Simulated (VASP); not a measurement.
# Sn: relaxation of cell and atoms with r2SCAN

The system is Sn.

```
Sn
1.0
     0.00000    3.23334    3.23334
     3.23334    0.00000    3.23334
     3.23334    3.23334    0.00000
Sn
2
Direct
  0.50000 0.50000 0.50000
  0.75000 0.75000 0.75000
```

This isn't the form of Sn at room conditions, which is tetragonal (white tin).

| Property | Result |
| --- | --- |
| Program | VASP 6.6.1 |
| Task | relaxation of cell and atoms |
| Functional | r2SCAN |
| Potentials or basis | VASP PAW PBE potentials, release 64 (Sn_d) |
| Cutoff | 600 eV |
| k mesh | 14 × 14 × 14 |
| Occupations | fermi-dirac, width 0.1 eV |
| Spin | no spin polarisation |
| Dipole correction | no |
| Further INCAR settings | ALGO = Normal; EDIFF = 1e-06; IBRION = 2; EDIFFG = -0.002; NSW = 100; ISIF = 3 |

* Relaxed volume: 35.40 Å³/atom
* Relaxed cell: a = 4.644 Å, b = 4.644 Å, c = 4.644 Å, α = 60.00°, β = 60.00°, γ = 60.00°
* Space group after relaxing (to 0.1 Å): Fd-3m (No. 227)
* Energy gained by relaxing: 10.7 meV/atom
* Ionic steps: 3
* Pressure after relaxing: 0.0 GPa
* Band gap on the k mesh: zero (filled and empty bands touch)

Step by step:
| step | energy change (eV) | largest force (eV/Å) | pressure (GPa) | volume (Å³) |
| --- | --- | --- | --- | --- |
| 1 | 0.0000 | 0.0000 | 2.24 | 67.61 |
| 2 | -0.0170 | 0.0000 | -0.87 | 72.34 |
| 3 | -0.0213 | 0.0000 | 0.00 | 70.80 |

Final structure:
```xyz
2
Lattice="0.0000 3.2835 3.2835 3.2835 0.0000 3.2835 3.2835 3.2835 0.0000" Properties=species:S:1:pos:R:3 pbc="T T T"
Sn    3.2835    3.2835    3.2835
Sn    4.9252    4.9252    4.9252
```

Levels at points of the mesh, in eV from the Fermi level:
| k point | band 10 | band 11 | band 12 | band 13 | band 14 | band 15 | band 16 | band 17 | band 18 |
| --- | --- | --- | --- | --- | --- | --- | --- | --- | --- |
| (0.00, 0.00, 0.00) | -22.01 | -10.93 | -0.66 | -0.04 | -0.04 | -0.04 | 2.18 | 2.18 | 2.18 |
| (0.50, 0.00, 0.00) | -21.97 | -9.29 | -6.50 | -1.26 | -1.26 | 0.02 | 3.31 | 3.31 | 5.92 |
| (0.50, 0.50, 0.00) | -21.95 | -7.78 | -7.78 | -2.60 | -2.60 | 0.91 | 0.91 | 7.88 | 7.88 |

Run time: 27 min on 1 thread of Oxide Virtual Turin-like Processor, with other jobs on the host, peak memory 0.32 GiB.

Caveat: the PAW data sets were made with another functional, which shifts forces and pressure a little; spin-orbit coupling is left out, which moves the levels of the heavy elements. Zero-point motion and thermal expansion aren't in these numbers.
